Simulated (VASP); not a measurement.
Here is a VASP 6.6.1 calculation.

Contents of INCAR:

```
ALGO = Normal
EDIFF = 1E-6
ENCUT = 520
ISIF = 2
ISMEAR = -1
LASPH = T
LCHARG = T
LELF = T
LREAL = F
LVHAR = T
LWAVE = F
NBANDS = 20
NELM = 60
PREC = Accurate
SIGMA = 0.05
```

Contents of KPOINTS:

```
k-points
0
Gamma
  9 9 2
```

POSCAR

```
Te2Mo
1.0
    3.5121156613      0.0000000000      0.0000000000
   -1.7560578307      3.0415813837      0.0000000000
    0.0000000000      0.0000000000     17.2872171948
Te Mo
2 1
Direct
    0.3333333333      0.6666666667      0.1021445500
    0.3333333333      0.6666666667      0.8978554500
    0.0000000000      0.0000000000      0.0000000000
```

Potentials or basis: VASP PAW LDA potentials, release 64 (Te, Mo_sv).

Run with:

```console
$ cat potpaw_LDA.64/Te/POTCAR potpaw_LDA.64/Mo_sv/POTCAR > POTCAR
$ mpirun -np 1 vasp_std > vasp.out
```

Problem. Estimate the largest force.

Solution. 0.230 eV/Å.

Problem. Predict the band gap on the k mesh.

Solution. 1.11 eV.

Forces on the atoms (eV/Å):
```
Te   0.000  0.000  0.230
Te   0.000  0.000 -0.230
Mo   0.000  0.000  0.000
```

Caveat: there is no dipole correction, which matters where the two faces differ; spin-orbit coupling is left out, which moves the levels of the heavy elements.
